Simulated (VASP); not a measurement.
Runs of VASP 6.6.1 on Ir. The structure is that of space group Im-3m (No. 229), or close to it. The cells are those of the table. 

```tsv
cell	gap on the mesh (eV)	pressure (GPa)
a = 2.731 Å, angles 109.5°, 1 atom	none	-10.9
a = 2.713 Å, angles 109.5°, 1 atom	none	-5.8
a = 2.659 Å, angles 109.5°, 1 atom	none	(a)
a = 2.640 Å, angles 109.5°, 1 atom	none	22.4
```

Alike in all rows: task single point; level PBE; potentials or basis VASP PAW PBE potentials, release 64 (Ir); no spin polarisation; k mesh 49 × 49 × 49; cutoff (eV) 520; smearing fermi-dirac 0.0612256 eV.

Question: Estimate the missing entries.

Answer: (a) 14.0.

Caveats: spin-orbit coupling is left out, which moves the levels of the heavy elements.

A k mesh can miss the band edges, and the runs leave out spin-orbit coupling on Ir.

A gap of «none» marks levels without a gap at the run's occupations.
